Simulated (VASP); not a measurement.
Set up this calculation in VASP 6.6.1, as the native input.

* Task: single point
* Functional: PBE
* Potentials or basis: VASP PAW PBE potentials, release 64 (Si)
* Cutoff: 520 eV
* k mesh: 12 × 12 × 6
* Occupations: gaussian, width 0.05 eV
* Spin: no spin polarisation
* Dipole correction: no
* Further INCAR settings: ALGO = Normal; EDIFF = 1e-06; NBANDS = 16

The structure of Si lies in POSCAR:

```
Si
1.0
    4.0341116679      0.0000000000      0.0000000000
   -2.0170558339      3.4936431861      0.0000000000
    0.0000000000      0.0000000000      5.8002457560
Si
4
Direct
    0.3333333333      0.6666666667      0.0487915372
    0.6666666667      0.3333333333      0.5487915372
    0.3333333333      0.6666666667      0.4512084628
    0.6666666667      0.3333333333      0.9512084628
```

This isn't the form of Si at room conditions, which is diamond.

This cell differs from its parent crystal: atoms shifted along a free coordinate, c/a of the conventional cell at fixed volume 1.4378.

One way to write it, as run:

INCAR

```
SYSTEM = Si
  ALGO = Normal
  EDIFF = 1E-6
  ENCUT = 520
  GGA = PE
  ISIF = 2
  ISMEAR = 0
  LASPH = .TRUE.
  LCHARG = .FALSE.
  LREAL = .FALSE.
  LWAVE = .FALSE.
  NBANDS = 16
  NELM = 60
  PREC = Accurate
  SIGMA = 0.05
```

KPOINTS

```
k-points
0
G
  12 12 6
  0 0 0
```

Potentials or basis: VASP PAW PBE potentials, release 64 (Si).

Run with:

```sh
$ cat potpaw_PBE.64/Si/POTCAR > POTCAR
$ mpirun -np 1 vasp_std > vasp.out
```

Results of the run:

```json
{
 "Pressure": "-0.1 GPa",
 "Largest force": "0.348 eV/Å",
 "Band gap on the k mesh": "zero (bands 8 and 9 overlap by 0.28 eV)"
}
```

Caveat: the stress differs along the axes, from -7 to 13 GPa; semilocal functionals underestimate gaps, and a narrow one can read as zero.

Wall time 2.6 min on 1 thread of Intel Xeon 8259CL, with other jobs on the host, peak memory 0.23 GiB.
